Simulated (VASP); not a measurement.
# Lu in VASP: further runs, part 2 of 2

VASP 6.6.1.

## (3) Single point, BLYP+D4, collinear spin, ferromagnetic start (volume scaled by 1.04)

INCAR

```
SYSTEM = Lu
PREC = Accurate
ENCUT = 520
EDIFF = 1E-6
ISMEAR = 1
SIGMA = 0.025
LREAL = .False.
LASPH = .True.
NELM = 150
ALGO = Normal
ISIF = 2
LWAVE = .False.
LCHARG = .False.
ISPIN = 2
MAGMOM = 1
LORBIT = 11
NUPDOWN = 1.0
GGA = B5
ALDAX = 1.0
AGGAX = 1.0
AGGAC = 1.0
ALDAC = 0.0
IVDW = 13
VDW_S6 = 1.0
VDW_S8 = 2.34076671
VDW_A1 = 0.44488865
VDW_A2 = 4.0933009
NBANDS = 22
```

KPOINTS

```
regular mesh
0
Gamma
  10 10 10
  0 0 0
```

POSCAR

```
Lu
1.0
   -1.9798219934      1.9798219934      1.9798219934
    1.9798219934     -1.9798219934      1.9798219934
    1.9798219934      1.9798219934     -1.9798219934
Lu
1
Direct
    0.0000000000      0.0000000000      0.0000000000
```

Potentials or basis: VASP PAW PBE potentials, release 64 (Lu).

On the command line:

```console
$ cat potpaw_PBE.64/Lu/POTCAR > POTCAR
$ mpirun -np 1 vasp_std > vasp.out
```

OUTCAR:

```text
SYSTEM = Lu
   PREC = Accurate
   ENCUT = 520
   EDIFF = 1E-6
   ISMEAR = 1
   LREAL = .False.
   LASPH = .True.
   NELM = 150
   ISIF = 2
   ISPIN = 2
   LORBIT = 11
   NUPDOWN = 1.0
   GGA = B5
   IVDW = 13

 ion  position               nearest neighbor table
   1  0.000  0.000  0.000-

  LATTYP: Found a body centered cubic cell.
 ALAT       =     3.9596439868

  Lattice vectors:

 A1 = (  -1.9798219934,   1.9798219934,   1.9798219934)
 A2 = (   1.9798219934,  -1.9798219934,   1.9798219934)
 A3 = (   1.9798219934,   1.9798219934,  -1.9798219934)

Analysis of symmetry for initial positions (statically):
=====================================================================
 Subroutine PRICEL returns:
 Original cell was already a primitive cell.

 Routine SETGRP: Setting up the symmetry group for a
 body centered cubic supercell.

 Subroutine GETGRP returns: Found 48 space group operations
 (whereof 48 operations were pure point group operations)
 out of a pool of 48 trial point group operations.

The static configuration has the point symmetry O_h .

Analysis of symmetry for dynamics (positions and initial velocities):
=====================================================================
 Subroutine PRICEL returns:
 Original cell was already a primitive cell.

 Routine SETGRP: Setting up the symmetry group for a
 body centered cubic supercell.

 Subroutine GETGRP returns: Found 48 space group operations
 (whereof 48 operations were pure point group operations)
 out of a pool of 48 trial point group operations.

The dynamic configuration has the point symmetry O_h .

Analysis of structural, dynamic, and magnetic symmetry:
=====================================================================
 Subroutine PRICEL returns:
 Original cell was already a primitive cell.

 Routine SETGRP: Setting up the symmetry group for a
 body centered cubic supercell.

 Subroutine GETGRP returns: Found 48 space group operations
 (whereof 48 operations were pure point group operations)
 out of a pool of 48 trial point group operations.

The overall configuration has the point symmetry O_h .

 Subroutine INISYM returns: Found 48 space group operations
 (whereof 48 operations are pure point group operations),
 and found     1 'primitive' translations

----------------------------------------------------------------------------------------

                                     Primitive cell

  volume of cell :      31.0412

  direct lattice vectors                    reciprocal lattice vectors
    -1.979821993  1.979821993  1.979821993     0.000000000  0.252547957  0.252547957
     1.979821993 -1.979821993  1.979821993     0.252547957  0.000000000  0.252547957
     1.979821993  1.979821993 -1.979821993     0.252547957  0.252547957  0.000000000

  length of vectors
     3.429152283  3.429152283  3.429152283     0.357156746  0.357156746  0.357156746

  position of ions in fractional coordinates (direct lattice)
     0.000000000  0.000000000  0.000000000

  ion indices of the primitive-cell ions
   primitive index   ion index
                 1           1

----------------------------------------------------------------------------------------

 KPOINTS: regular mesh

Automatic generation of k-mesh.
 Grid dimensions read from file:
 generate k-points for:   10   10   10

 Generating k-lattice:
[... 51 lines left out ...]
   NGXF,Y,Z  is equivalent  to a cutoff of  27.15, 27.15, 27.15 a.u.
 SYSTEM =  Lu
   PREC   = accura    normal or accurate (medium, high low for compatibility)
   ISTART =      0    job   : 0-new  1-cont  2-samecut
   ICHARG =      2    charge: 1-file 2-atom 10-const
   ISPIN  =      2    spin polarized calculation?
   LNONCOLLINEAR =      F non collinear calculations
   LSORBIT =      F    spin-orbit coupling
   LASPH  =      T    aspherical Exc in radial PAW
   ENCUT  =  520.0 eV  38.22 Ry    6.18 a.u.   6.38  6.38  6.38*2*pi/ulx,y,z
   NELM   =    150;   NELMIN=  2; NELMDL= -5     # of ELM steps
   EDIFF  = 0.1E-05   stopping-criterion for ELM
   LREAL  =      F    real-space projection
   EDIFFG = 0.1E-04   stopping-criterion for IOM
   NSW    =      0    number of steps for IOM
   IBRION =     -1    ionic relax: 0-MD 1-quasi-New 2-CG
   NFREE  =      0    steps in history (QN), initial steepest desc. (CG)
   ISIF   =      2    stress and relaxation
   ISYM   =      2    0-nonsym 1-usesym 2-fastsym
   POTIM  = 0.5000    time-step for ionic-motion
   TEBEG  =    0.0;   TEEND  =   0.0 temperature during run
   PSTRESS=    0.0 pullay stress
   NELECT =      25.0000    total number of electrons
   NUPDOWN=       1.0000    fix difference up-down
   EMIN   =  10.00;   EMAX   =-10.00  energy-range for DOS
   EFERMI =   0.00;   METHOD = LEGACY
   ISMEAR =     1;   SIGMA  =   0.03  broadening in eV -4-tet -1-fermi 0-gaus
   EFERMI_NEDOS =   21; number of points for ismear=-14 and -15
   IALGO  =     38    algorithm
   IMIX   =      4    mixing-type and parameters
     AMIX     =   0.40;   BMIX     =  1.00
     AMIX_MAG =   1.60;   BMIX_MAG =  1.00
  volume/ion in A,a.u.               =      31.04       209.48
  Fermi-wavevector in a.u.,A,eV,Ry     =   1.523148  2.878332 31.565230  2.319979
  Thomas-Fermi vector in A             =   2.631630
   LORBIT       =     11    0 simple, 1 ext, 2 COOP (PROOUT), +10 PAW based schemes
   GGA     = B5    functional components
   LHFCALC =     F    Hartree Fock is set to
   AEXX    =    0.0000 exact exchange contribution
   IVDW    =    13    specifies the selected vdW correction
   LEPSILON=     F    determine dielectric tensor
   LRPA    =     F    only Hartree local field effects (RPA)
 spin polarized calculation
 Methfessel and Paxton  Order N= 1 SIGMA  =   0.03
  energy-cutoff  :      520.00
  volume of cell :       31.04
 maximum number of plane-waves:       887
 NGX is ok and might be reduce to    28
   NGX = 13   NGY = 13   NGZ = 13

 number of electron      25.0000012 magnetization       1.0000000

 Free energy of the ion-electron system (eV)
  ---------------------------------------------------
  ext. energy  EPLUGINS =         0.00000000
  ---------------------------------------------------
  free energy    TOTEN  =        -3.25539003 eV

  energy without entropy =       -3.25520291  energy(sigma->0) =       -3.25532766

 E-fermi :   1.9598     XC(G=0):  -9.8916

 val. band max:        2.7243322713   @ k =   0.4000   0.1000   0.0000
 cond. band min:       1.9606587706   @ k =  -0.4000   0.5000   0.3000
 fundamental gap:     -0.7636735006
 Fermi energy:         2.7306582975

 spin component 1

 k-point     1 :       0.0000    0.0000    0.0000
  band No.  band energies     occupation
      1     -53.8047      1.00000
      2     -24.4942      1.00000
      3     -24.4942      1.00000
      4     -24.4942      1.00000
      5      -3.6030      1.00000
      6      -2.7556      1.00000
[... 589 lines left out ...]
     21      17.6305      0.00000
     22      18.3220      0.00000

 [... further k-points ...]

 spin component 2

 k-point     1 :       0.0000    0.0000    0.0000
  band No.  band energies     occupation
      1     -53.6550      1.00000
      2     -24.3024      1.00000
      3     -24.3024      1.00000
      4     -24.3024      1.00000
      5      -2.9301      1.00000
      6      -2.6987      1.00000
[... 589 lines left out ...]
     21      18.3089      0.00000
     22      19.0281      0.00000

 [... further k-points ...]

------------------------ aborting loop because EDIFF is reached ----------------------------------------

  DFT-D4 for vdW energy calculation

  Edisp (eV):   -0.30741

  FORCE on cell =-STRESS in cart. coord.  units (eV):
  Direction    XX          YY          ZZ          XY          YZ          ZX
  --------------------------------------------------------------------------------------
  -------------------------------------------------------------------------------------
  Total      -0.26836    -0.26836    -0.26836    -0.00000     0.00000     0.00000
  in kB     -13.85131   -13.85131   -13.85131    -0.00000     0.00000     0.00000
  external pressure =      -13.85 kB  Pullay stress =        0.00 kB

 VOLUME and BASIS-vectors are now :
 -----------------------------------------------------------------------------
  energy-cutoff  :      520.00
  volume of cell :       31.04
      direct lattice vectors                 reciprocal lattice vectors
    -1.979821993  1.979821993  1.979821993     0.000000000  0.252547957  0.252547957
     1.979821993 -1.979821993  1.979821993     0.252547957  0.000000000  0.252547957
     1.979821993  1.979821993 -1.979821993     0.252547957  0.252547957  0.000000000

 POSITION                                       TOTAL-FORCE (eV/Angst)
 -----------------------------------------------------------------------------------
      0.00000      0.00000      0.00000         0.000000     -0.000000      0.000000
 -----------------------------------------------------------------------------------
    total drift:                                0.000000      0.000000      0.000000

  FREE ENERGIE OF THE ION-ELECTRON SYSTEM (eV)
  ---------------------------------------------------
  free  energy   TOTEN  =        -3.5628032903 eV

  energy  without entropy=       -3.5626161717  energy(sigma->0) =       -3.56274092

 total charge

# of ion       s       p       d       f       tot
--------------------------------------------------
    1        2.352   6.045   0.760  13.959  23.116

 magnetization (x)

# of ion       s       p       d       f       tot
--------------------------------------------------
    1       -0.004   0.066   0.375   0.005   0.442
```

OSZICAR:

```text
N       E                     dE             d eps       ncg     rms          rms(c)
DAV:   1     0.101403760272E+03    0.10140E+03   -0.98814E+03  5582   0.385E+03
DAV:   2     0.411476323215E+01   -0.97289E+02   -0.93327E+02  4842   0.424E+02
DAV:   3    -0.296545068208E+01   -0.70802E+01   -0.70124E+01  4556   0.663E+01
DAV:   4    -0.316900188864E+01   -0.20355E+00   -0.20291E+00  5180   0.106E+01
DAV:   5    -0.317466326831E+01   -0.56614E-02   -0.56604E-02  4956   0.165E+00    0.628E+00
DAV:   6    -0.325211967992E+01   -0.77456E-01   -0.33279E-01  6340   0.752E+00    0.241E+00
DAV:   7    -0.325510948541E+01   -0.29898E-02   -0.45595E-02  5610   0.211E+00    0.130E+00
DAV:   8    -0.325506990894E+01    0.39576E-04   -0.13698E-02  5412   0.940E-01    0.396E-01
DAV:   9    -0.325513739324E+01   -0.67484E-04   -0.18379E-03  5716   0.297E-01    0.114E-01
DAV:  10    -0.325528517934E+01   -0.14779E-03   -0.36415E-04  5838   0.156E-01    0.527E-02
DAV:  11    -0.325538056292E+01   -0.95384E-04   -0.14829E-04  4816   0.838E-02    0.162E-02
DAV:  12    -0.325539034719E+01   -0.97843E-05   -0.18622E-05  5012   0.285E-02    0.349E-03
DAV:  13    -0.325539002789E+01    0.31930E-06   -0.22720E-06  3846   0.104E-02
   1 F= -.35628033E+01 E0= -.35627409E+01  d E =-.187119E-03  mag=     1.0000
```

Wall time 44 s (1 thread of AMD EPYC 9R45 (Zen 5), shared host); peak memory 0.18 GiB.

Results:

- Free energy: -3.5628 eV
- Pressure: -1.4 GPa
- Net moment: 1.00 μB per cell
- Site moments: Lu +0.44 μB
- Valence electrons inside the program's atomic spheres: Lu 23.12
- Dispersion energy per atom: -0.307 eV

Caveat: the cell differs from its parent crystal (volume scaled by 1.04); the PAW data sets were made with another functional, which shifts forces and pressure a little; spin-orbit coupling is left out, which moves the levels of the heavy elements; the total moment is fixed, so each spin has its own Fermi level.

## (4) Single point, PBEsol

This run uses another cell than the first one, of 29.85 Å³/atom, 0.980 times its volume.

INCAR

```
PREC = Accurate ; ENCUT = 520
EDIFF = 1E-6 ; ISMEAR = 0
SIGMA = 0.05 ; LREAL = False
LASPH = True ; NELM = 100
ALGO = Fast ; ISIF = 2
LWAVE = False ; LCHARG = True
GGA = PS ; LELF = True
LVHAR = True ; NBANDS = 18
```

KPOINTS

```
Automatic mesh
0
Gamma
  10 10 10
```

POSCAR

```
Lu
1.0
   -1.9541071088      1.9541071088      1.9541071088
    1.9541071088     -1.9541071088      1.9541071088
    1.9541071088      1.9541071088     -1.9541071088
Lu
1
Direct
    0.0000000000      0.0000000000      0.0000000000
```

On the command line:

```console
$ cat potpaw_PBE.64/Lu/POTCAR > POTCAR
$ mpirun -np 1 vasp_std > vasp.out
```

It took 22 s on 1 thread of Intel Xeon 6975P-C (Granite Rapids), shared host; peak memory 0.18 GiB.

It converged, with:

```
Free energy : -4.7820 eV
Pressure    : -3.1 GPa
```

Levels at points of the mesh, in eV from the Fermi level:
| k point | band 9 | band 10 | band 11 | band 12 | band 13 | band 14 | band 15 | band 16 |
| --- | --- | --- | --- | --- | --- | --- | --- | --- |
| (0.00, 0.00, 0.00) | -5.09 | -5.09 | -5.09 | -5.07 | 2.07 | 2.07 | 2.07 | 4.28 |
| (0.50, 0.00, 0.00) | -5.10 | -5.09 | -5.08 | -2.51 | 0.37 | 0.44 | 4.02 | 4.99 |
| (0.50, 0.50, 0.50) | -5.08 | -5.08 | -5.08 | -1.45 | -1.45 | 5.57 | 5.57 | 5.57 |

Caveat: the PAW data sets were made with another functional, which shifts forces and pressure a little; spin-orbit coupling is left out, which moves the levels of the heavy elements.

## (5) Single point, PBE

This run uses another cell than the first one, of 29.85 Å³/atom, 0.980 times its volume.

INCAR

```
SYSTEM = Lu
  PREC = Accurate
  ENCUT = 520
  EDIFF = 1E-7
  ISMEAR = -1
  SIGMA = 0.05
  LREAL = .FALSE.
  LASPH = .TRUE.
  NELM = 80
  ALGO = Normal
  ISIF = 2
  LWAVE = .FALSE.
  LCHARG = .FALSE.
  GGA = PE
  NBANDS = 18
```

KPOINTS

```
regular mesh
0
G
  7 7 7
  0 0 0
```

POSCAR

```
Lu
1.0
   -1.9615060000      1.9859890000      1.9550570000
    1.9723800000     -1.9805730000      1.9605140000
    1.9161400000      1.9352070000     -1.9496410000
Lu
1
Direct
    0.0028740000      0.0105570000      0.0029550000
```

Potentials or basis: VASP PAW PBE potentials, release 64 (Lu).

On the command line:

```console
$ cat potpaw_PBE.64/Lu/POTCAR > POTCAR
$ mpirun -np 1 vasp_std > vasp.out
```

OUTCAR:

```text
SYSTEM = Lu
   PREC = Accurate
   ENCUT = 520
   EDIFF = 1E-7
   ISMEAR = -1
   LREAL = .FALSE.
   LASPH = .TRUE.
   NELM = 80
   ISIF = 2
   GGA = PE

 ion  position               nearest neighbor table
   1  0.003  0.011  0.003-

  LATTYP: Found a triclinic cell.
 ALAT       =     3.3492862913
 B/A-ratio  =     1.6296663426
 C/A-ratio  =     1.0193728632
 COS(alpha) =     0.0034487968
 COS(beta)  =     0.3389373082
 COS(gamma) =     0.8113716066

  Lattice vectors:

[... 686 lines left out ...]
     17       8.0043      0.00000
     18      11.0293      0.00000

 [... further k-points ...]

------------------------ aborting loop because EDIFF is reached ----------------------------------------

  FORCE on cell =-STRESS in cart. coord.  units (eV):
  Direction    XX          YY          ZZ          XY          YZ          ZX
  --------------------------------------------------------------------------------------
  -------------------------------------------------------------------------------------
  Total       -0.0618438     -0.0487020     -0.0528768      0.1284689     -0.0136267     -0.0308981
  in kB       -3.3197193     -2.6142815     -2.8383788      6.8960969     -0.7314704     -1.6585813
  external PRESSURE =      -2.9241266 kB  Pullay stress =       0.0000000 kB

 VOLUME and BASIS-vectors are now :
 -----------------------------------------------------------------------------
  energy-cutoff  :      520.00
  volume of cell :       29.85
      direct lattice vectors                 reciprocal lattice vectors
    -1.961506000  1.985989000  1.955057000     0.002258358  0.254698107  0.255032024
     1.972380000 -1.980573000  1.960514000     0.256485651  0.002615633  0.254674684
     1.916140000  1.935207000 -1.949641000     0.260180684  0.258035865 -0.001079466

 POSITION                                       TOTAL-FORCE (eV/Angst)
 -----------------------------------------------------------------------------------
      0.02085     -0.00948      0.02055         0.000000      0.000000      0.000000
 -----------------------------------------------------------------------------------
    total drift:                                0.000026      0.000002     -0.000018

  FREE ENERGIE OF THE ION-ELECTRON SYSTEM (eV)
  ---------------------------------------------------
  free  energy   TOTEN  =        -4.3859202217 eV

  energy  without entropy=       -4.3657484144  energy(sigma->0) =       -4.37583432
```

It took 2.9 min on 1 thread of Intel Xeon 8259CL, shared host; peak memory 0.24 GiB.

Results:

| Quantity | Value |
| --- | --- |
| Free energy | -4.3859 eV |
| Pressure | -0.3 GPa |

Levels at points of the mesh, in eV from the Fermi level:
| k point | band 10 | band 11 | band 12 | band 13 | band 14 | band 15 |
| --- | --- | --- | --- | --- | --- | --- |
| (0.00, 0.00, 0.00) | -5.13 | -5.13 | -5.11 | 1.93 | 2.10 | 2.22 |

Caveat: spin-orbit coupling is left out, which moves the levels of the heavy elements.

## (6) Overview

| level | spin | fixed moment (μB) | cell | k mesh | smearing | gap on the mesh (eV) | pressure (GPa) | moment (μB) |
| --- | --- | --- | --- | --- | --- | --- | --- | --- |
| BLYP+D4 | collinear, ferromagnetic start | 1.0 | a = 3.407 Å, angles 109.5°, 1 atom | 10 × 10 × 10 | methfessel-paxton 0.025 eV | - | -0.6 | 1.00 |
| BLYP+D4 | collinear, ferromagnetic start | 1.0 | a = 3.429 Å, angles 109.5°, 1 atom | 10 × 10 × 10 | methfessel-paxton 0.025 eV | - | -1.4 | 1.00 |
| PBEsol | off | - | a = 3.385 Å, angles 109.5°, 1 atom | 10 × 10 × 10 | gaussian 0.05 eV | none | -3.1 | - |
| PBE | off | - | a = 3.408, b = 3.414, c = 3.349 Å, angles 109.8, 109.1, 109.9°, 1 atom | 7 × 7 × 7 | fermi-dirac 0.05 eV | none | -0.3 | - |

Alike in all rows: task single point; potentials or basis VASP PAW PBE potentials, release 64 (Lu); cutoff (eV) 520.

Caveats: spin-orbit coupling is left out, which moves the levels of the heavy elements; the PAW data sets were made with another functional, which shifts forces and pressure a little (some runs); the total moment is fixed, so each spin has its own Fermi level (some runs).

Total energies depend on the potentials used, so only differences within one code and one set of settings carry meaning.
